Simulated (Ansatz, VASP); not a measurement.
## One calculation of HBr, two programs

INCAR

```
PREC = Accurate
ENCUT = 520
EDIFF = 1E-6
ISMEAR = 0
SIGMA = 0.02
LREAL = False
LASPH = True
NELM = 80
ALGO = Normal
ISIF = 2
LWAVE = False
LCHARG = True
GGA = PS
LELF = True
LVHAR = True
NBANDS = 11
```

The input KPOINTS:

```
regular mesh
0
Gamma
  10 10 10
```

POSCAR

```
HBr
1.0
    0.0000000000      3.2505452216      3.2505466591
    1.6595653156      0.0000000000      3.2505466591
    1.6595653156      3.2505452216      0.0000000000
H Br
1 1
Direct
    0.0000000000      0.0000000000      0.0000000000
    0.5000000000      0.5000000000      0.5000000000
```

Input for Ansatz:

```yaml
crystal:
  lattice:
    - [0.0, 3.2505452216, 3.2505466591]
    - [1.6595653156, 0.0, 3.2505466591]
    - [1.6595653156, 3.2505452216, 0.0]
  atoms:
    - { symbol: H, position: [0.0, 0.0, 0.0] }
    - { symbol: Br, position: [0.5, 0.5, 0.5] }
basis:
  ecutwfc: 420
kpoints:
  mp_grid: { grid: [10, 10, 10] }
  band_path: { path: [VBM, CBM], npoints: 2 }
hamiltonian:
  xc: pbesol
scf:
  occupations: { method: gaussian, width: 0.02 }
output:
  forces: true
  stress: true
  eigenvalues: true
checkpoint:
  read: start.run
  write: ck
  compress: false
  write_wavefunctions: false
  write_every: 100000
```

Alike in both runs: task single point; functional PBEsol; k mesh 10 × 10 × 10; occupations gaussian, width 0.02 eV; no spin polarisation.

|  | VASP | Ansatz |
| --- | --- | --- |
| version | VASP 6.6.1 | Ansatz 0.2.0 |
| potentials or method | VASP PAW PBE potentials, release 64 (H, Br), cutoff 520 eV | scalar-relativistic, plane waves, PAW |
| valence electrons in the cell | 8 | 8 |

```tsv
	VASP	Ansatz	Ansatz less VASP
gap on the k mesh at the Fermi level (eV)	0.30	0.30	+0.002
least direct gap on the mesh (eV)	0.83	0.84	+0.002
pressure (GPa)	3.0	3.0	+0.01
traceless stress, the component that is largest in VASP (GPa)	0.11	0.05	-0.057
```

VASP's potentials were made for PBE, not for PBEsol. The functional is the same, so the differences come from potentials, cutoffs and numerics.
